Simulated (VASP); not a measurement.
Here is a VASP 6.6.1 calculation.

The input INCAR:

```
SYSTEM = CoSn3
ALGO     = Normal         ! electronic algorithm
EDIFF    = 1E-7           ! SCF threshold, eV
ENCUT    = 520            ! plane-wave cutoff, eV
GGA      = PS             ! functional
ISIF     = 2              ! what is computed and relaxed
ISMEAR   = 0              ! smearing method
ISPIN    = 2              ! spin polarisation
LASPH    = .True.         ! aspherical terms in the spheres
LCHARG   = .False.        ! write CHGCAR
LMAXMIX  = 4              ! l up to which the mixer works
LORBIT   = 11             ! projections on sites
LREAL    = .False.        ! projectors in reciprocal space
LWAVE    = .False.        ! write WAVECAR
MAGMOM   = 0 0 0 0        ! initial moments
NBANDS   = 38             ! bands
NELM     = 150            ! most SCF steps
NUPDOWN  = 0.0            ! fixed moment
PREC     = Accurate       ! precision mode
SIGMA    = 0.1            ! smearing width, eV
```

The input KPOINTS:

```
k-points
0
Gamma
  10 10 10
  0 0 0
```

The input POSCAR:

```
CoSn3
1.0
    4.3976643244      0.0000000000      0.0000000000
    0.0000000000      4.3976643244      0.0000000000
    0.0000000000      0.0000000000      4.3976643244
Sn Co
3 1
Direct
    0.0000000000      0.5000000000      0.5000000000
    0.5000000000      0.0000000000      0.5000000000
    0.5000000000      0.5000000000      0.0000000000
    0.0000000000      0.0000000000      0.0000000000
```

Potentials or basis: VASP PAW PBE potentials, release 64 (Sn_d, Co).

Run with:

```bash
$ cat potpaw_PBE.64/Sn_d/POTCAR potpaw_PBE.64/Co/POTCAR > POTCAR
$ mpirun -np 1 vasp_std > vasp.out
```

(1) Estimate the pressure.

Answers

(1) -1.4 GPa.

Caveat: the PAW data sets were made with another functional, which shifts forces and pressure a little; the total moment is fixed, so each spin has its own Fermi level.
